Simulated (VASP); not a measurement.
Here is a VASP 6.6.1 calculation.

The input INCAR:

```
PREC = Accurate
ENCUT = 600
EDIFF = 1E-6
ISMEAR = 0
SIGMA = 0.01
LREAL = F
LASPH = T
NELM = 60
ALGO = Normal
ISIF = 3
LWAVE = F
LCHARG = F
IBRION = 2
NSW = 100
EDIFFG = -0.002
```

File KPOINTS:

```
Automatic mesh
0
Gamma
  8 8 8
```

POSCAR

```
GaSb
1.0
    0.0000000000      3.0244336198      3.0244336198
    3.0244336198      0.0000000000      3.0244336198
    3.0244336198      3.0244336198      0.0000000000
Ga Sb
1 1
Direct
    0.0000000000      0.0000000000      0.0000000000
    0.2500000000      0.2500000000      0.2500000000
```

Potentials or basis: VASP PAW LDA potentials, release 64 (Ga_d, Sb).

Command:

```bash
$ cat potpaw_LDA.64/Ga_d/POTCAR potpaw_LDA.64/Sb/POTCAR > POTCAR
$ mpirun -np 1 vasp_std > vasp.out
```

Problem. What does it give for the band gap on the k mesh?

Solution. 0.10 eV, direct.

Problem. Predict the relaxed cell.

Solution. a = 4.281 Å, b = 4.281 Å, c = 4.281 Å, α = 60.00°, β = 60.00°, γ = 60.00°.

Final structure:
```xyz
2
Lattice="0.0000 3.0274 3.0274 3.0274 0.0000 3.0274 3.0274 3.0274 0.0000" Properties=species:S:1:pos:R:3 pbc="T T T"
Ga    3.0274    6.0547    3.0274
Sb    1.5137    1.5137    1.5137
```

Caveat: spin-orbit coupling is left out, which moves the levels of the heavy elements. A k mesh can miss the band edges.
